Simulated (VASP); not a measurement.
# PtSe2 (P-3m1) in VASP: notebook

The runs below take PtSe2 through single point, with r2SCAN.

All numbers are computed with VASP 6.6.1; they aren't measurements. Logs are shortened: lines on timing, memory, paths and dates and some standing lists are left out, and cuts for length are marked.

**1. The cell of the first run**

Symmetry: P-3m1, No. 164, trigonal system. Conventional cell: a = 3.841 Å, b = 3.841 Å, c = 5.435 Å, α = 90.00°, β = 90.00°, γ = 120.00°. Pt (site symmetry -3m) has 6 Se at 2.55 Å within 3.4 Å. Se (site symmetry 3m) has 3 Pt at 2.55 Å and 3 Se at 3.34 Å within 3.4 Å.

**2. Single point, r2SCAN (strain +3.0%)**

Contents of POSCAR:

```
PtSe2
1.0
    3.8405098799      0.0000000000      0.0000000000
   -1.9202549399      3.3259791195      0.0000000000
    0.0000000000      0.0000000000      5.4354712733
Pt Se
1 2
Direct
    0.0000000000      0.0000000000      0.0000000000
    0.3333333333      0.6666666667      0.2300607496
    0.6666666667      0.3333333333      0.7699392504
```

Contents of INCAR.step1:

```
SYSTEM = PtSe2
ALGO = Normal
EDIFF = 1E-4
ENCUT = 520
GGA = PE
ISMEAR = -1
LASPH = .TRUE.
LCHARG = .FALSE.
LREAL = .FALSE.
LWAVE = .TRUE.
NBANDS = 18
NELM = 60
PREC = Accurate
SIGMA = 0.02
```

Contents of INCAR.step2:

```
SYSTEM = PtSe2
ALGO = Normal
EDIFF = 1E-7
ENCUT = 520
ISIF = 2
ISMEAR = -1
ISTART = 1
LASPH = .TRUE.
LCHARG = .FALSE.
LMIXTAU = .TRUE.
LREAL = .FALSE.
LWAVE = .FALSE.
METAGGA = R2SCAN
NBANDS = 18
NELM = 60
PREC = Accurate
SIGMA = 0.02
```

Contents of KPOINTS:

```
k-points
0
G
  12 12 6
  0 0 0
```

Potentials or basis: VASP PAW PBE potentials, release 64 (Pt, Se).

Run with:

```
cat potpaw_PBE.64/Pt/POTCAR potpaw_PBE.64/Se/POTCAR > POTCAR
cp INCAR.step1 INCAR
mpirun -np 1 vasp_std > vasp.out
cp INCAR.step2 INCAR
mpirun -np 1 vasp_std > vasp.out
```

OUTCAR:

```text
SYSTEM = PtSe2
   EDIFF = 1E-7
   ENCUT = 520
   ISIF = 2
   ISMEAR = -1
   ISTART = 1
   LASPH = .TRUE.
   LREAL = .FALSE.
   METAGGA = R2SCAN
   NELM = 60
   PREC = Accurate

 ion  position               nearest neighbor table
   1  0.000  0.000  0.000-   2 2.55   3 2.55   2 2.55   3 2.55   3 2.55   2 2.55
   2  0.333  0.667  0.230-   1 2.55   1 2.55   1 2.55
   3  0.667  0.333  0.770-   1 2.55   1 2.55   1 2.55

  LATTYP: Found a hexagonal cell.
 ALAT       =     3.8405098799
 C/A-ratio  =     1.4152993856

  Lattice vectors:

 A1 = (   3.8405098799,   0.0000000000,   0.0000000000)
 A2 = (  -1.9202549399,   3.3259791195,   0.0000000000)
 A3 = (   0.0000000000,   0.0000000000,   5.4354712733)

Analysis of symmetry for initial positions (statically):
=====================================================================
 Subroutine PRICEL returns:
 Original cell was already a primitive cell.

 Routine SETGRP: Setting up the symmetry group for a
 hexagonal supercell.

 Subroutine GETGRP returns: Found 12 space group operations
 (whereof 12 operations were pure point group operations)
 out of a pool of 24 trial point group operations.

The static configuration has the point symmetry D_3d.

Analysis of symmetry for dynamics (positions and initial velocities):
=====================================================================
 Subroutine PRICEL returns:
 Original cell was already a primitive cell.

 Routine SETGRP: Setting up the symmetry group for a
 hexagonal supercell.

 Subroutine GETGRP returns: Found 12 space group operations
 (whereof 12 operations were pure point group operations)
 out of a pool of 24 trial point group operations.

The dynamic configuration has the point symmetry D_3d.

 Subroutine INISYM returns: Found 12 space group operations
 (whereof 12 operations are pure point group operations),
 and found     1 'primitive' translations

----------------------------------------------------------------------------------------

                                     Primitive cell

  volume of cell :      69.4298

  direct lattice vectors                    reciprocal lattice vectors
     3.840509880  0.000000000  0.000000000     0.260382093  0.150331671  0.000000000
    -1.920254940  3.325979119  0.000000000     0.000000000  0.300663343  0.000000000
     0.000000000  0.000000000  5.435471273     0.000000000  0.000000000  0.183976688

  length of vectors
     3.840509880  3.840509880  5.435471273     0.300663343  0.300663343  0.183976688

  position of ions in fractional coordinates (direct lattice)
     0.000000000  0.000000000  0.000000000
     0.333333333  0.666666667  0.230060750
     0.666666667  0.333333333  0.769939250

  ion indices of the primitive-cell ions
   primitive index   ion index
                 1           1
                 2           2
                 3           3

----------------------------------------------------------------------------------------

 KPOINTS: k-points

Automatic generation of k-mesh.
 Grid dimensions read from file:
 generate k-points for:   12   12    6

 Generating k-lattice:

  Cartesian coordinates                     Fractional coordinates (reciprocal lattice)
     0.021698508  0.012527639  0.000000000     0.083333333 -0.000000000  0.000000000
     0.000000000  0.025055279  0.000000000     0.000000000  0.083333333  0.000000000
     0.000000000  0.000000000  0.030662781     0.000000000  0.000000000  0.166666667

  Length of vectors
     0.025055279  0.025055279  0.030662781

  Shift w.r.t. Gamma in fractional coordinates (k-lattice)
     0.000000000  0.000000000  0.000000000

 Subroutine IBZKPT returns following result:
 ===========================================

 Found    100 irreducible k-points:

 Following reciprocal coordinates:
            Coordinates               Weight
  0.000000  0.000000  0.000000      1.000000
  0.083333 -0.000000  0.000000      6.000000
  0.166667  0.000000  0.000000      6.000000
  0.250000  0.000000  0.000000      6.000000
  0.333333  0.000000  0.000000      6.000000
  0.416667  0.000000  0.000000      6.000000
[... 16 lines left out ...]
  0.166667  0.000000  0.166667      6.000000
  0.000000  0.166667  0.166667      6.000000
 [... further k-points ...]
   k-points           NKPTS =    100   k-points in BZ     NKDIM =    100   number of bands    NBANDS=     18
   number of dos      NEDOS =    301   number of ions     NIONS =      3
   total plane-waves  NPLWV =  36000
   dimension x,y,z NGX =    30 NGY =   30 NGZ =   40
   dimension x,y,z NGXF=    60 NGYF=   60 NGZF=   80
   ions per type =               1   2
   NGX,Y,Z   is equivalent  to a cutoff of  12.99, 12.99, 12.23 a.u.
   NGXF,Y,Z  is equivalent  to a cutoff of  25.97, 25.97, 24.47 a.u.
 SYSTEM =  PtSe2
   PREC   = accura    normal or accurate (medium, high low for compatibility)
   ISTART =      1    job   : 0-new  1-cont  2-samecut
   ICHARG =      0    charge: 1-file 2-atom 10-const
   ISPIN  =      1    spin polarized calculation?
   LNONCOLLINEAR =      F non collinear calculations
   LSORBIT =      F    spin-orbit coupling
   LASPH  =      T    aspherical Exc in radial PAW
   ENCUT  =  520.0 eV  38.22 Ry    6.18 a.u.   7.14  7.14 10.11*2*pi/ulx,y,z
   NELM   =     60;   NELMIN=  2; NELMDL=  0     # of ELM steps
   EDIFF  = 0.1E-06   stopping-criterion for ELM
   LREAL  =      F    real-space projection
   EDIFFG = 0.1E-05   stopping-criterion for IOM
   NSW    =      0    number of steps for IOM
   IBRION =     -1    ionic relax: 0-MD 1-quasi-New 2-CG
   NFREE  =      0    steps in history (QN), initial steepest desc. (CG)
   ISIF   =      2    stress and relaxation
   ISYM   =      2    0-nonsym 1-usesym 2-fastsym
   POTIM  = 0.5000    time-step for ionic-motion
   TEBEG  =    0.0;   TEEND  =   0.0 temperature during run
   PSTRESS=    0.0 pullay stress
   NELECT =      22.0000    total number of electrons
   NUPDOWN=      -1.0000    fix difference up-down
   EMIN   =  10.00;   EMAX   =-10.00  energy-range for DOS
   EFERMI =   0.00;   METHOD = LEGACY
   ISMEAR =    -1;   SIGMA  =   0.02  broadening in eV -4-tet -1-fermi 0-gaus
   EFERMI_NEDOS =   21; number of points for ismear=-14 and -15
   IALGO  =     38    algorithm
   IMIX   =      4    mixing-type and parameters
     AMIX     =   0.40;   BMIX     =  1.00
     AMIX_MAG =   1.60;   BMIX_MAG =  1.00
  volume/ion in A,a.u.               =      23.14       156.18
  Fermi-wavevector in a.u.,A,eV,Ry     =   1.116093  2.109111 16.948293  1.245664
  Thomas-Fermi vector in A             =   2.252704
   LORBIT       =      0    0 simple, 1 ext, 2 COOP (PROOUT), +10 PAW based schemes
   METAGGA = R2SCAN    functional components
   LHFCALC =     F    Hartree Fock is set to
   AEXX    =    0.0000 exact exchange contribution
   IVDW    =     0    specifies the selected vdW correction
   LEPSILON=     F    determine dielectric tensor
   LRPA    =     F    only Hartree local field effects (RPA)
 non-spin polarized calculation
  energy-cutoff  :      520.00
  volume of cell :       69.43
 maximum number of plane-waves:      1914
 NGX is ok and might be reduce to    30
   NGX = 15   NGY = 15   NGZ = 21

 number of electron      21.9999997 magnetization

 Free energy of the ion-electron system (eV)
  ---------------------------------------------------
  ext. energy  EPLUGINS =         0.00000000
  ---------------------------------------------------
  free energy    TOTEN  =       -81.42699166 eV

  energy without entropy =      -81.42695758  energy(sigma->0) =      -81.42697462

 E-fermi :   4.7668     XC(G=0): -10.4740

 val. band max:        4.6776916859   @ k =   0.0000   0.0000   0.0000
 cond. band min:       4.8638515858   @ k =   0.0000   0.2500   0.3333
 fundamental gap:      0.1861598998
 Fermi energy:         4.7667757117

 k-point     1 :       0.0000    0.0000    0.0000
  band No.  band energies     occupation
      1     -10.8598      2.00000
      2      -8.5004      2.00000
      3      -1.8117      2.00000
      4      -1.5788      2.00000
      5      -1.5788      2.00000
      6       0.8317      2.00000
[... 10 lines left out ...]
     17      12.3230      0.00000
     18      15.7852      0.00000

 k-point     2 :       0.0833   -0.0000    0.0000
  band No.  band energies     occupation
      1     -10.7883      2.00000
      2      -8.5274      2.00000
      3      -1.7323      2.00000
      4      -1.5328      2.00000
      5      -1.5292      2.00000
      6       0.7382      2.00000
[... 10 lines left out ...]
     17      12.5807      0.00000
     18      15.5029      0.00000

 k-point     3 :       0.1667    0.0000    0.0000
  band No.  band energies     occupation
      1     -10.5820      2.00000
      2      -8.6029      2.00000
      3      -1.5338      2.00000
      4      -1.3912      2.00000
      5      -1.3694      2.00000
      6       0.3854      2.00000
[... 10 lines left out ...]
     17      13.2023      0.00000
     18      14.3335      0.00000

 k-point     4 :       0.2500    0.0000    0.0000
  band No.  band energies     occupation
      1     -10.2672      2.00000
      2      -8.7135      2.00000
      3      -1.3892      2.00000
      4      -1.2018      2.00000
      5      -1.0032      2.00000
      6      -0.2323      2.00000
[... 10 lines left out ...]
     17      13.4402      0.00000
     18      13.5754      0.00000

 k-point     5 :       0.3333    0.0000    0.0000
  band No.  band energies     occupation
      1      -9.8918      2.00000
      2      -8.8474      2.00000
      3      -1.6191      2.00000
      4      -1.0285      2.00000
      5      -0.5942      2.00000
      6      -0.4079      2.00000
[... 10 lines left out ...]
     17      13.3050      0.00000
     18      13.8310      0.00000

 k-point     6 :       0.4167    0.0000    0.0000
  band No.  band energies     occupation
      1      -9.5231      2.00000
      2      -9.0079      2.00000
      3      -2.1068      2.00000
      4      -0.9315      2.00000
      5      -0.3787      2.00000
      6       0.1345      2.00000
[... 10 lines left out ...]
     17      12.9995      0.00000
     18      14.9777      0.00000

 k-point     7 :       0.5000    0.0000    0.0000
  band No.  band energies     occupation
      1      -9.2366      2.00000
      2      -9.2099      2.00000
      3      -2.3149      2.00000
      4      -0.9057      2.00000
      5      -0.2409      2.00000
      6       0.4612      2.00000
[... 10 lines left out ...]
     17      12.8853      0.00000
     18      15.8247      0.00000

 k-point     8 :       0.0833    0.0833    0.0000
  band No.  band energies     occupation
      1     -10.6493      2.00000
      2      -8.5785      2.00000
      3      -1.5854      2.00000
      4      -1.4443      2.00000
      5      -1.4274      2.00000
      6       0.5957      2.00000
[... 10 lines left out ...]
     17      13.1253      0.00000
     18      14.6363      0.00000
[... 229 lines left out ...]
     17      13.9290      0.00000
     18      15.0389      0.00000

 k-point    20 :       0.0000    0.0000    0.1667
  band No.  band energies     occupation
      1     -10.8009      2.00000
      2      -8.6298      2.00000
      3      -1.5723      2.00000
      4      -1.5723      2.00000
      5      -1.5710      2.00000
      6       0.8279      2.00000
[... 10 lines left out ...]
     17      12.2274      0.00000
     18      15.2894      0.00000

 k-point    21 :       0.0833   -0.0000    0.1667
  band No.  band energies     occupation
      1     -10.7297      2.00000
      2      -8.6507      2.00000
      3      -1.6397      2.00000
      4      -1.5151      2.00000
      5      -1.4043      2.00000
      6       0.7393      2.00000
[... 10 lines left out ...]
     17      12.3127      0.00000
     18      14.6459      0.00000

 k-point    22 :       0.0000    0.0833    0.1667
  band No.  band energies     occupation
      1     -10.7303      2.00000
      2      -8.6489      2.00000
      3      -1.6580      2.00000
      4      -1.5313      2.00000
      5      -1.3763      2.00000
      6       0.7237      2.00000
[... 10 lines left out ...]
     17      12.6816      0.00000
     18      14.7118      0.00000

 k-point    23 :       0.1667    0.0000    0.1667
  band No.  band energies     occupation
      1     -10.5231      2.00000
      2      -8.7132      2.00000
      3      -1.5604      2.00000
      4      -1.3703      2.00000
      5      -1.1759      2.00000
      6       0.4130      2.00000
[... 10 lines left out ...]
     17      12.8281      0.00000
     18      13.8951      0.00000

 k-point    24 :       0.0000    0.1667    0.1667
  band No.  band energies     occupation
      1     -10.5283      2.00000
      2      -8.7000      2.00000
      3      -1.6672      2.00000
      4      -1.4040      2.00000
      5      -1.0778      2.00000
      6       0.3349      2.00000
[... 10 lines left out ...]
     17      13.5240      0.00000
     18      13.6646      0.00000

 [... further k-points ...]

------------------------ aborting loop because EDIFF is reached ----------------------------------------

  FORCE on cell =-STRESS in cart. coord.  units (eV):
  Direction    XX          YY          ZZ          XY          YZ          ZX
  --------------------------------------------------------------------------------------
  -------------------------------------------------------------------------------------
  Total       -2.3184191     -2.3184191     -0.1533620     -0.0000000      0.0000000     -0.0000000
  in kB      -53.5003853    -53.5003853     -3.5390186     -0.0000000      0.0000000     -0.0000000
  external PRESSURE =     -36.8465964 kB  Pullay stress =       0.0000000 kB

 VOLUME and BASIS-vectors are now :
 -----------------------------------------------------------------------------
  energy-cutoff  :      520.00
  volume of cell :       69.43
      direct lattice vectors                 reciprocal lattice vectors
     3.840509880  0.000000000  0.000000000     0.260382093  0.150331671  0.000000000
    -1.920254940  3.325979119  0.000000000     0.000000000  0.300663343  0.000000000
     0.000000000  0.000000000  5.435471273     0.000000000  0.000000000  0.183976688

 POSITION                                       TOTAL-FORCE (eV/Angst)
 -----------------------------------------------------------------------------------
      0.00000      0.00000      0.00000         0.000000      0.000000      0.000000
     -0.00000      2.21732      1.25049         0.000000      0.000000     -0.018507
      1.92025      1.10866      4.18498        -0.000000     -0.000000      0.018507
 -----------------------------------------------------------------------------------
    total drift:                               -0.000000      0.000000      0.000000

  FREE ENERGIE OF THE ION-ELECTRON SYSTEM (eV)
  ---------------------------------------------------
  free  energy   TOTEN  =       -81.4269916575 eV

  energy  without entropy=      -81.4269575815  energy(sigma->0) =      -81.42697462
```

Run time: 9.7 min. Hardware: 1 thread of Intel Xeon 8259CL, shared host; peak memory 0.29 GiB.

What came out:

```yaml
Free_energy: -81.4270 eV
Pressure: -3.7 GPa
Largest_force: 0.019 eV/Å
Band_gap_on_the_k_mesh: 0.19 eV (least direct gap 0.77 eV)
```

Forces in eV/Å, atoms in the order of the input:
```
Pt   0.000  0.000  0.000
Se   0.000  0.000 -0.019
Se   0.000  0.000  0.019
```

Stress tensor (GPa, compression positive):
```
-5.35  0.00  0.00
 0.00 -5.35  0.00
 0.00  0.00 -0.35
```

Caveat: the cell differs from its parent crystal (strain +3.0%); the cell stands under tension; the PAW data sets were made with another functional, which shifts forces and pressure a little; spin-orbit coupling is left out, which moves the levels of the heavy elements.

(Part 1 of 2 ends here.)
